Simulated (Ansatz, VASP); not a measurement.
**One calculation of As, two programs**

```
As
1.0
     2.78999    0.00000    0.00000
     0.00000    2.78999    0.00000
     0.00000    0.00000    2.78999
As
1
Direct
  0.00000 0.00000 0.00000
```

Alike in both runs: task single point; functional RPBE; k mesh 13 × 13 × 13; occupations fermi-dirac, width 0.1 eV; no spin polarisation.

```csv
,VASP,Ansatz
version,VASP 6.6.1,Ansatz 0.2.0
potentials or method,"VASP PAW PBE potentials, release 64 (As), cutoff 520 eV","plane waves (420 eV) with PAW, scalar-relativistic"
valence electrons in the cell,5,15
```

```tsv
	VASP	Ansatz	Ansatz less VASP
pressure (GPa)	-2.9	-3.0	-0.04
```

VASP's potentials were made for PBE, not for RPBE. VASP's potentials hold 5 valence electrons a cell and Ansatz's 15, so a difference there can come from the potentials and not from the codes.
